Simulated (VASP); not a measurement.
# SnO in VASP: single point with PBE+D3(BJ)

Aim: the single point of SnO with PBE+D3(BJ).

Program: VASP 6.6.1. These are calculated values, not measurements. Logs are shortened: lines on timing, memory, paths and dates and some standing lists are left out, and cuts for length are marked.

## (1) The cell of the first run

The cell holds a slab with vacuum, 8 atoms: a = 3.820 Å, b = 3.820 Å, c = 22.226 Å, α = 90.00°, β = 90.00°, γ = 90.00°.

## (2) Single point, PBE+D3(BJ)

INCAR

```
SYSTEM = SnO
  PREC = Accurate
  ENCUT = 520
  EDIFF = 1E-6
  ISMEAR = 0
  SIGMA = 0.05
  LREAL = .FALSE.
  LASPH = .TRUE.
  NELM = 60
  ALGO = Normal
  ISIF = 2
  LWAVE = .FALSE.
  LCHARG = .TRUE.
  LDIPOL = .TRUE.
  IDIPOL = 3
  DIPOL = 0.5 0.5 0.403
  GGA = PE
  IVDW = 12
  LELF = .TRUE.
  LVHAR = .TRUE.
  LVACPOTAV = .TRUE.
  NBANDS = 50
```

KPOINTS

```
Automatic mesh
0
G
  7 7 1
  0 0 0
```

POSCAR

```
SnO
1.0
    3.8201636883      0.0000000000      0.0000000000
    0.0000000000      3.8201636883      0.0000000000
    0.0000000000      0.0000000000     22.2260802162
Sn O
4 4
Direct
    0.7500000000      0.2500000000      0.2024648501
    0.2500000000      0.7500000000      0.3087831971
    0.2500000000      0.7500000000      0.4977503906
    0.7500000000      0.2500000000      0.6040687375
    0.2500000000      0.2500000000      0.2556240236
    0.7500000000      0.7500000000      0.2556240236
    0.7500000000      0.7500000000      0.5509095640
    0.2500000000      0.2500000000      0.5509095640
```

Potentials or basis: VASP PAW PBE potentials, release 64 (Sn_d, O).

Run with:

```console
$ cat potpaw_PBE.64/Sn_d/POTCAR potpaw_PBE.64/O/POTCAR > POTCAR
$ mpirun -np 1 vasp_std > vasp.out
```

OUTCAR:

```text
SYSTEM = SnO
   PREC = Accurate
   ENCUT = 520
   EDIFF = 1E-6
   ISMEAR = 0
   LREAL = .FALSE.
   LASPH = .TRUE.
   NELM = 60
   ISIF = 2
   GGA = PE
   IVDW = 12
 IVDW          = 12

 ion  position               nearest neighbor table
   1  0.750  0.250  0.202-   5 2.25   6 2.25   6 2.25   5 2.25   2 3.59   2 3.59   2 3.59   2 3.59

   2  0.250  0.750  0.309-   5 2.25   6 2.25   5 2.25   6 2.25   1 3.59   1 3.59   1 3.59   1 3.59

   3  0.250  0.750  0.498-   7 2.25   8 2.25   8 2.25   7 2.25   4 3.59   4 3.59   4 3.59   4 3.59

   4  0.750  0.250  0.604-   7 2.25   8 2.25   7 2.25   8 2.25   3 3.59   3 3.59   3 3.59   3 3.59

   5  0.250  0.250  0.256-   1 2.25   2 2.25   2 2.25   1 2.25
   6  0.750  0.750  0.256-   1 2.25   2 2.25   1 2.25   2 2.25
   7  0.750  0.750  0.551-   3 2.25   3 2.25   4 2.25   4 2.25
   8  0.250  0.250  0.551-   3 2.25   3 2.25   4 2.25   4 2.25

  LATTYP: Found a simple tetragonal cell.
 ALAT       =     3.8201636883
 C/A-ratio  =     5.8180962989

  Lattice vectors:

 A1 = (   3.8201636883,   0.0000000000,   0.0000000000)
 A2 = (   0.0000000000,   3.8201636883,   0.0000000000)
 A3 = (   0.0000000000,   0.0000000000,  22.2260802162)

Analysis of symmetry for initial positions (statically):
=====================================================================
 Subroutine PRICEL returns:
 Original cell was already a primitive cell.

 Routine SETGRP: Setting up the symmetry group for a
 simple tetragonal supercell.

 Subroutine GETGRP returns: Found 16 space group operations
 (whereof  2 operations were pure point group operations)
 out of a pool of 16 trial point group operations.

The static configuration has the point symmetry C_1h.
 The point group associated with its full space group is D_4h.

Analysis of symmetry for dynamics (positions and initial velocities):
=====================================================================
 Subroutine PRICEL returns:
 Original cell was already a primitive cell.

 Routine SETGRP: Setting up the symmetry group for a
 simple tetragonal supercell.

 Subroutine GETGRP returns: Found 16 space group operations
 (whereof  2 operations were pure point group operations)
 out of a pool of 16 trial point group operations.

The dynamic configuration has the point symmetry C_1h.
 The point group associated with its full space group is D_4h.

 Subroutine INISYM returns: Found 16 space group operations
 (whereof  2 operations are pure point group operations),
 and found     1 'primitive' translations

----------------------------------------------------------------------------------------

                                     Primitive cell

  volume of cell :     324.3596

  direct lattice vectors                    reciprocal lattice vectors
     3.820163688  0.000000000  0.000000000     0.261768888  0.000000000  0.000000000
     0.000000000  3.820163688  0.000000000     0.000000000  0.261768888  0.000000000
     0.000000000  0.000000000 22.226080216     0.000000000  0.000000000  0.044992189

  length of vectors
     3.820163688  3.820163688 22.226080216     0.261768888  0.261768888  0.044992189

  position of ions in fractional coordinates (direct lattice)
     0.750000000  0.250000000  0.202464850
     0.250000000  0.750000000  0.308783197
     0.250000000  0.750000000  0.497750391
     0.750000000  0.250000000  0.604068738
     0.250000000  0.250000000  0.255624024
     0.750000000  0.750000000  0.255624024
     0.750000000  0.750000000  0.550909564
     0.250000000  0.250000000  0.550909564

  ion indices of the primitive-cell ions
   primitive index   ion index
                 1           1
                 2           2
                 3           3
                 4           4
                 5           5
                 6           6
                 7           7
                 8           8

----------------------------------------------------------------------------------------

 KPOINTS: Automatic mesh

Automatic generation of k-mesh.
 Grid dimensions read from file:
 generate k-points for:    7    7    1

 Generating k-lattice:

  Cartesian coordinates                     Fractional coordinates (reciprocal lattice)
     0.037395555  0.000000000  0.000000000     0.142857143  0.000000000  0.000000000
     0.000000000  0.037395555  0.000000000     0.000000000  0.142857143  0.000000000
     0.000000000  0.000000000  0.044992189     0.000000000  0.000000000  1.000000000

  Length of vectors
     0.037395555  0.037395555  0.044992189

  Shift w.r.t. Gamma in fractional coordinates (k-lattice)
     0.000000000  0.000000000  0.000000000

 Subroutine IBZKPT returns following result:
 ===========================================

 Found     10 irreducible k-points:

 Following reciprocal coordinates:
            Coordinates               Weight
  0.000000  0.000000  0.000000      1.000000
  0.142857  0.000000  0.000000      4.000000
  0.285714  0.000000  0.000000      4.000000
  0.428571  0.000000  0.000000      4.000000
  0.142857  0.142857  0.000000      4.000000
  0.285714  0.142857  0.000000      8.000000
  0.428571  0.142857  0.000000      8.000000
  0.285714  0.285714  0.000000      4.000000
  0.428571  0.285714  0.000000      8.000000
  0.428571  0.428571  0.000000      4.000000
   k-points           NKPTS =     10   k-points in BZ     NKDIM =     10   number of bands    NBANDS=     50
   number of dos      NEDOS =    301   number of ions     NIONS =      8
   total plane-waves  NPLWV = 131712
   dimension x,y,z NGX =    28 NGY =   28 NGZ =  168
   dimension x,y,z NGXF=    56 NGYF=   56 NGZF=  336
   ions per type =               4   4
   NGX,Y,Z   is equivalent  to a cutoff of  12.19, 12.19, 12.57 a.u.
   NGXF,Y,Z  is equivalent  to a cutoff of  24.37, 24.37, 25.13 a.u.
 SYSTEM =  SnO
   PREC   = accura    normal or accurate (medium, high low for compatibility)
   ISTART =      0    job   : 0-new  1-cont  2-samecut
   ICHARG =      2    charge: 1-file 2-atom 10-const
   ISPIN  =      1    spin polarized calculation?
   LNONCOLLINEAR =      F non collinear calculations
   LSORBIT =      F    spin-orbit coupling
   LASPH  =      T    aspherical Exc in radial PAW
   ENCUT  =  520.0 eV  38.22 Ry    6.18 a.u.   7.10  7.10 41.33*2*pi/ulx,y,z
   NELM   =     60;   NELMIN=  2; NELMDL= -5     # of ELM steps
   EDIFF  = 0.1E-05   stopping-criterion for ELM
   LREAL  =      F    real-space projection
   EDIFFG = 0.1E-04   stopping-criterion for IOM
   NSW    =      0    number of steps for IOM
   IBRION =     -1    ionic relax: 0-MD 1-quasi-New 2-CG
   NFREE  =      0    steps in history (QN), initial steepest desc. (CG)
   ISIF   =      2    stress and relaxation
   ISYM   =      2    0-nonsym 1-usesym 2-fastsym
   POTIM  = 0.5000    time-step for ionic-motion
   TEBEG  =    0.0;   TEEND  =   0.0 temperature during run
   PSTRESS=    0.0 pullay stress
   NELECT =      80.0000    total number of electrons
   NUPDOWN=      -1.0000    fix difference up-down
   EMIN   =  10.00;   EMAX   =-10.00  energy-range for DOS
   EFERMI =   0.00;   METHOD = LEGACY
   ISMEAR =     0;   SIGMA  =   0.05  broadening in eV -4-tet -1-fermi 0-gaus
   EFERMI_NEDOS =   21; number of points for ismear=-14 and -15
   IALGO  =     38    algorithm
   IMIX   =      4    mixing-type and parameters
     AMIX     =   0.40;   BMIX     =  1.00
     AMIX_MAG =   1.60;   BMIX_MAG =  1.00
  volume/ion in A,a.u.               =      40.54       273.61
  Fermi-wavevector in a.u.,A,eV,Ry     =   1.026666  1.940118 14.341129  1.054043
  Thomas-Fermi vector in A             =   2.160571
   LORBIT       =      0    0 simple, 1 ext, 2 COOP (PROOUT), +10 PAW based schemes
   GGA     = PE    functional components
   LHFCALC =     F    Hartree Fock is set to
   AEXX    =    0.0000 exact exchange contribution
   IVDW    =    12    specifies the selected vdW correction
   LEPSILON=     F    determine dielectric tensor
   LRPA    =     F    only Hartree local field effects (RPA)
 non-spin polarized calculation
 Gauss-broadening in eV      SIGMA  =   0.05
  energy-cutoff  :      520.00
  volume of cell :      324.36
 maximum number of plane-waves:      8769
   NGX = 15   NGY = 15   NGZ = 83

 dipolmoment           0.000000      0.000000      0.000151 electrons x Angstroem

 number of electron      79.9999970 magnetization

 dipolmoment           0.000000      0.000000     -0.000003 electrons x Angstroem

 Free energy of the ion-electron system (eV)
  ---------------------------------------------------
  ext. energy  EPLUGINS =         0.00000000
  ---------------------------------------------------
  free energy    TOTEN  =       -45.11488252 eV

  energy without entropy =      -45.11488252  energy(sigma->0) =      -45.11488252

 E-fermi :   0.0752     XC(G=0):  -5.3081

 val. band max:       -0.1652432374   @ k =   0.1429   0.1429   0.0000
 cond. band min:       2.2328224640   @ k =   0.4286   0.0000   0.0000
 fundamental gap:      2.3980657013
 Fermi energy:         0.0751603054

 k-point     1 :       0.0000    0.0000    0.0000
  band No.  band energies     occupation
      1     -21.0381      2.00000
      2     -21.0381      2.00000
      3     -20.6775      2.00000
      4     -20.6774      2.00000
      5     -20.6409      2.00000
      6     -20.6409      2.00000
[... 42 lines left out ...]
     49       5.2401      0.00000
     50       5.2401      0.00000

 k-point     2 :       0.1429    0.0000    0.0000
  band No.  band energies     occupation
      1     -21.0292      2.00000
      2     -21.0291      2.00000
      3     -20.6783      2.00000
      4     -20.6781      2.00000
      5     -20.6425      2.00000
      6     -20.6419      2.00000
[... 42 lines left out ...]
     49       5.4175      0.00000
     50       5.5603      0.00000

 k-point     3 :       0.2857    0.0000    0.0000
  band No.  band energies     occupation
      1     -21.0044      2.00000
      2     -21.0042      2.00000
      3     -20.7753      2.00000
      4     -20.7747      2.00000
      5     -20.6466      2.00000
      6     -20.6460      2.00000
[... 42 lines left out ...]
     49       5.6315      0.00000
     50       5.7076      0.00000

 k-point     4 :       0.4286    0.0000    0.0000
  band No.  band energies     occupation
      1     -20.9608      2.00000
      2     -20.9604      2.00000
      3     -20.8862      2.00000
      4     -20.8857      2.00000
      5     -20.6494      2.00000
      6     -20.6490      2.00000
[... 42 lines left out ...]
     49       6.3604      0.00000
     50       6.5805      0.00000

 k-point     5 :       0.1429    0.1429    0.0000
  band No.  band energies     occupation
      1     -21.0217      2.00000
      2     -21.0215      2.00000
      3     -20.6914      2.00000
      4     -20.6906      2.00000
      5     -20.6648      2.00000
      6     -20.6647      2.00000
[... 42 lines left out ...]
     49       5.2736      0.00000
     50       5.5645      0.00000

 k-point     6 :       0.2857    0.1429    0.0000
  band No.  band energies     occupation
      1     -21.0010      2.00000
      2     -21.0007      2.00000
      3     -20.7993      2.00000
      4     -20.7987      2.00000
      5     -20.6475      2.00000
      6     -20.6474      2.00000
[... 42 lines left out ...]
     49       5.4757      0.00000
     50       5.6314      0.00000

 k-point     7 :       0.4286    0.1429    0.0000
  band No.  band energies     occupation
      1     -20.9640      2.00000
      2     -20.9636      2.00000
      3     -20.8984      2.00000
      4     -20.8979      2.00000
      5     -20.6475      2.00000
      6     -20.6471      2.00000
[... 42 lines left out ...]
     49       6.0328      0.00000
     50       6.1467      0.00000

 k-point     8 :       0.2857    0.2857    0.0000
  band No.  band energies     occupation
      1     -20.9924      2.00000
      2     -20.9921      2.00000
      3     -20.8650      2.00000
      4     -20.8644      2.00000
      5     -20.6402      2.00000
      6     -20.6398      2.00000
[... 42 lines left out ...]
     49       5.3253      0.00000
     50       5.7152      0.00000

 k-point     9 :       0.4286    0.2857    0.0000
  band No.  band energies     occupation
      1     -20.9738      2.00000
      2     -20.9733      2.00000
      3     -20.9319      2.00000
      4     -20.9313      2.00000
      5     -20.6427      2.00000
      6     -20.6424      2.00000
[... 42 lines left out ...]
     49       5.6391      0.00000
     50       6.1237      0.00000

 k-point    10 :       0.4286    0.4286    0.0000
  band No.  band energies     occupation
      1     -20.9798      2.00000
      2     -20.9792      2.00000
      3     -20.9659      2.00000
      4     -20.9652      2.00000
      5     -20.6445      2.00000
      6     -20.6442      2.00000
[... 42 lines left out ...]
     49       5.8995      0.00000
     50       5.9963      0.00000

------------------------ aborting loop because EDIFF is reached ----------------------------------------

 Edisp (eV)   -1.23641

 E8    (eV) :    -0.5462

  FORCE on cell =-STRESS in cart. coord.  units (eV):
  Direction    XX          YY          ZZ          XY          YZ          ZX
  --------------------------------------------------------------------------------------
  -------------------------------------------------------------------------------------
  Total       0.26501     0.26501     0.59376    -0.00000     0.00000    -0.00000
  in kB       1.30902     1.30902     2.93291    -0.00000     0.00000    -0.00000
  external pressure =        1.85 kB  Pullay stress =        0.00 kB

 VOLUME and BASIS-vectors are now :
 -----------------------------------------------------------------------------
  energy-cutoff  :      520.00
  volume of cell :      324.36
      direct lattice vectors                 reciprocal lattice vectors
     3.820163688  0.000000000  0.000000000     0.261768888  0.000000000  0.000000000
     0.000000000  3.820163688  0.000000000     0.000000000  0.261768888  0.000000000
     0.000000000  0.000000000 22.226080216     0.000000000  0.000000000  0.044992189

 POSITION                                       TOTAL-FORCE (eV/Angst)
 -----------------------------------------------------------------------------------
      2.86512      0.95504      4.50000         0.000000     -0.000000     -0.085304
      0.95504      2.86512      6.86304        -0.000000      0.000000      0.014236
      0.95504      2.86512     11.06304         0.000000     -0.000000     -0.014236
      2.86512      0.95504     13.42608        -0.000000     -0.000000      0.085304
      0.95504      0.95504      5.68152        -0.000000      0.000000     -0.003758
      2.86512      2.86512      5.68152         0.000000      0.000000     -0.003758
      2.86512      2.86512     12.24456         0.000000      0.000000      0.003758
      0.95504      0.95504     12.24456         0.000000      0.000000      0.003758
 -----------------------------------------------------------------------------------
    total drift:                                0.000000      0.000000     -0.000137

  FREE ENERGIE OF THE ION-ELECTRON SYSTEM (eV)
  ---------------------------------------------------
  free  energy   TOTEN  =       -46.3512908255 eV

  energy  without entropy=      -46.3512908255  energy(sigma->0) =      -46.35129083

 vacuum level on the upper side and lower side of the slab         4.946         4.946
```

Wall time 2.2 min (1 thread of Intel Xeon 6975P-C (Granite Rapids), shared host); peak memory 0.39 GiB.

Results:

| Property | Result |
| --- | --- |
| Free energy | -46.3513 eV |
| Largest force | 0.085 eV/Å |
| Band gap on the k mesh | 2.40 eV (least direct gap 2.54 eV) |
| Dispersion energy per atom | -0.155 eV |

Forces on the atoms (eV/Å):
```
Sn   0.000  0.000 -0.085
Sn   0.000  0.000  0.014
Sn   0.000  0.000 -0.014
Sn   0.000  0.000  0.085
O    0.000  0.000 -0.004
O    0.000  0.000 -0.004
O    0.000  0.000  0.004
O    0.000  0.000  0.004
```

Caveat: spin-orbit coupling is left out, which moves the levels of the heavy elements.
